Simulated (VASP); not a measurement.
Ir, 2 atoms in the cell. It takes space group P6_3/mmc (No. 194, hexagonal). The conventional cell has a = 2.748 Å, b = 2.748 Å, c = 4.453 Å, α = 90.00°, β = 90.00°, γ = 120.00°. Within 3.6 Å of Ir (site symmetry -6m2) lie 12 Ir at 2.73 to 2.75 Å. This isn't the form of Ir at room conditions, which is fcc.

| Item | Value |
| --- | --- |
| Program | VASP 6.6.1 |
| Task | relaxation of cell and atoms |
| Functional | PBE |
| Potentials or basis | VASP PAW PBE potentials, release 64 (Ir) |
| Cutoff | 600 eV |
| k mesh | 19 × 19 × 11 |
| Occupations | fermi-dirac, width 0.05 eV |
| Spin | no spin polarisation |
| Dipole correction | no |
| Further INCAR settings | ALGO = Normal; EDIFF = 1e-07; IBRION = 2; EDIFFG = -0.01; NSW = 80; ISIF = 3 |

Potentials or basis: VASP PAW PBE potentials, release 64 (Ir).

Launch:

```bash
$ cat potpaw_PBE.64/Ir/POTCAR > POTCAR
$ mpirun -np 1 vasp_std > vasp.out
```

Hardware: 1 thread of Intel Xeon 8259CL (shared host).

**Question.** How long does it take, and how much memory?

**Answer.** It took 6.2 min on 1 thread of Intel Xeon 8259CL (shared host), peak memory 0.24 GiB. Counts: scf iterations 37, k points 240, ion steps 5.
